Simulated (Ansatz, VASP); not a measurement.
# Two plane-wave programs on OsPtC4N4

The input INCAR:

```
PREC     = Accurate       # precision mode
ENCUT    = 520            # plane-wave cutoff, eV
EDIFF    = 1E-6           # SCF threshold, eV
ISMEAR   = 0              # smearing method
SIGMA    = 0.1            # smearing width, eV
LREAL    = F              # projectors in reciprocal space
LASPH    = T              # aspherical terms in the spheres
NELM     = 150            # most SCF steps
ALGO     = Normal         # electronic algorithm
ISIF     = 2              # what is computed and relaxed
LWAVE    = F              # write WAVECAR
LCHARG   = F              # write CHGCAR
ISPIN    = 2              # spin polarisation
MAGMOM   = 1 0 0 0 0 0 0 0 0 0 # initial moments
LORBIT   = 11             # projections on sites
LMAXMIX  = 4              # l up to which the mixer works
GGA      = PE             # functional
NBANDS   = 42             # bands
```

Contents of KPOINTS:

```
Automatic mesh
0
Gamma
  4 4 4
```

POSCAR

```
OsPtC4N4
1.0
    5.8583731800      0.0000000000      0.0000000000
    0.0000000000      5.8583731800      0.0000000000
    0.0000000000      0.0000000000      5.8583731800
Os Pt C N
1 1 4 4
Direct
    0.0000000000      0.0000000000      0.0000000000
    0.5000000000      0.5000000000      0.5000000000
    0.1868532600      0.1868532600      0.1868532600
    0.1868532600      0.8131467400      0.8131467400
    0.8131467400      0.1868532600      0.8131467400
    0.8131467400      0.8131467400      0.1868532600
    0.3021582700      0.3021582700      0.3021582700
    0.3021582700      0.6978417300      0.6978417300
    0.6978417300      0.3021582700      0.6978417300
    0.6978417300      0.6978417300      0.3021582700
```

Input for Ansatz:

```yaml
crystal:
  lattice:
    - [5.85837318, 0.0, 0.0]
    - [0.0, 5.85837318, 0.0]
    - [0.0, 0.0, 5.85837318]
  atoms:
    - { symbol: Os, position: [0.0, 0.0, 0.0], spin: 1.0 }
    - { symbol: Pt, position: [0.5, 0.5, 0.5] }
    - { symbol: C, position: [0.18685326, 0.18685326, 0.18685326] }
    - { symbol: C, position: [0.18685326, 0.81314674, 0.81314674] }
    - { symbol: C, position: [0.81314674, 0.18685326, 0.81314674] }
    - { symbol: C, position: [0.81314674, 0.81314674, 0.18685326] }
    - { symbol: "N", position: [0.30215827, 0.30215827, 0.30215827] }
    - { symbol: "N", position: [0.30215827, 0.69784173, 0.69784173] }
    - { symbol: "N", position: [0.69784173, 0.30215827, 0.69784173] }
    - { symbol: "N", position: [0.69784173, 0.69784173, 0.30215827] }
basis:
  ecutwfc: 420
kpoints:
  mp_grid: { grid: [4, 4, 4] }
hamiltonian:
  xc: pbe
scf:
  occupations: { method: gaussian, width: 0.1 }
  lower_state_search: "off"
output:
  forces: true
  stress: true
  eigenvalues: true
  populations: true
magnetization:
  spin_polarized: true
```

Alike in both runs: task single point; functional PBE; k mesh 4 × 4 × 4; occupations gaussian, width 0.1 eV; collinear spin.

|  | VASP | Ansatz |
| --- | --- | --- |
| version | VASP 6.6.1 | Ansatz 0.2.0 |
| potentials or method | VASP PAW PBE potentials, release 64 (Os, Pt, C, N), cutoff 520 eV | scalar-relativistic, plane waves, PAW |
| valence electrons in the cell | 54 | 70 |

VASP gave:

* gap on the k mesh at the Fermi level (eV): 0.19
* least direct gap on the mesh (eV): 0.47
* pressure (GPa): 4.8
* rms of the force components (eV/Å): 0.982
* net moment per atom (μB): 0.00

Task: Which values does Ansatz return?

Result: gap on the k mesh at the Fermi level (eV): 0.19; least direct gap on the mesh (eV): 0.48; pressure (GPa): 4.2; rms of the force components (eV/Å): 0.848; net moment per atom (μB): 0.00.

Atom by atom the forces differ by 0.137 eV/Å (rms over components). VASP's potentials hold 54 valence electrons a cell and Ansatz's 70, so a difference there can come from the potentials and not from the codes. Ansatz's warnings: seeded moment not kept.

Neither program's run includes spin-orbit coupling. Noted on VASP's run: the standard files for N, O and F lose accuracy on very short bonds.
